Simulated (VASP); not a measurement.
Here is a VASP 6.6.1 calculation.

The input INCAR:

```
GGA = RP
LDIPOL = T
IDIPOL = 3
DIPOL = 0.5 0.5 0.500
ISMEAR = 0
SIGMA = 0.03
LWAVE = F
LCHARG = F
NBANDS = 36
PREC = Accurate
LASPH = T
LREAL = F
ALGO = Normal
EDIFF = 1E-7
NELM = 120
GGA_COMPAT = F
ENCUT = 500
EFERMI = MIDGAP
LMAXMIX = 4
NELMDL = -8
```

The input KPOINTS:

```
Automatic mesh
0
Gamma
  12 12 1
  0 0 0
```

KPOINTS_OPT

```
path GMKGALHA,LM,KH
32
line-mode
reciprocal
 0.0000000000  0.0000000000  0.0000000000  G
 0.5000000000  0.0000000000  0.0000000000  M

 0.5000000000  0.0000000000  0.0000000000  M
 0.3333333333  0.3333333333  0.0000000000  K

 0.3333333333  0.3333333333  0.0000000000  K
 0.0000000000  0.0000000000  0.0000000000  G

 0.0000000000  0.0000000000  0.0000000000  G
 0.0000000000  0.0000000000  0.5000000000  A

 0.0000000000  0.0000000000  0.5000000000  A
 0.5000000000  0.0000000000  0.5000000000  L

 0.5000000000  0.0000000000  0.5000000000  L
 0.3333333333  0.3333333333  0.5000000000  H

 0.3333333333  0.3333333333  0.5000000000  H
 0.0000000000  0.0000000000  0.5000000000  A

 0.5000000000  0.0000000000  0.5000000000  L
 0.5000000000  0.0000000000  0.0000000000  M

 0.3333333333  0.3333333333  0.0000000000  K
 0.3333333333  0.3333333333  0.5000000000  H
```

POSCAR

```
WSe2
1.0
    3.3276276689      0.0000000000      0.0000000000
   -1.6638138344     -2.8818100956      0.0000000000
    0.0000000000      0.0000000000    -19.3640059305
Se W
2 1
Direct
    0.0000000000      0.0000000000      0.4131376549
    0.0000000000      0.0000000000      0.5868623451
    0.6666666667      0.3333333333      0.5000000000
```

Potentials or basis: VASP PAW PBE potentials, release 64 (Se, W_sv).

Command:

```console
$ cat potpaw_PBE.64/Se/POTCAR potpaw_PBE.64/W_sv/POTCAR > POTCAR
$ mpirun -np 1 vasp_std > vasp.out
```

Task: Estimate the band gap along the path.

Result: 1.53 eV.

Task: Predict the largest force.

Result: 0.114 eV/Å.

Task: Predict the band gap on the k mesh.

Result: 1.53 eV.

Levels at the corners of the path, in eV from the valence-band top:
```csv
point,band 11,band 12,band 13,band 14,band 15,band 16
Γ,-1.24,-1.24,-0.32,2.86,2.86,3.02
M,-2.13,-0.99,-0.97,2.32,2.70,3.67
M,-2.13,-0.99,-0.97,2.32,2.70,3.67
K,-3.25,-2.34,0.00,1.53,2.83,3.41
K,-3.25,-2.34,0.00,1.53,2.83,3.41
Γ,-1.24,-1.24,-0.32,2.86,2.86,3.02
Γ,-1.24,-1.24,-0.32,2.86,2.86,3.02
A,-1.24,-1.24,-0.32,2.86,2.86,3.02
A,-1.24,-1.24,-0.32,2.86,2.86,3.02
L,-2.13,-0.99,-0.97,2.32,2.70,3.67
L,-2.13,-0.99,-0.97,2.32,2.70,3.67
H,-3.25,-2.34,0.00,1.53,2.83,3.41
H,-3.25,-2.34,0.00,1.53,2.83,3.41
A,-1.24,-1.24,-0.32,2.86,2.86,3.02
L,-2.13,-0.99,-0.97,2.32,2.70,3.67
M,-2.13,-0.99,-0.97,2.32,2.70,3.67
K,-3.25,-2.34,0.00,1.53,2.83,3.41
H,-3.25,-2.34,0.00,1.53,2.83,3.41
```

Caveat: the PAW data sets were made with another functional, which shifts forces and pressure a little; spin-orbit coupling is left out, which moves the levels of the heavy elements.
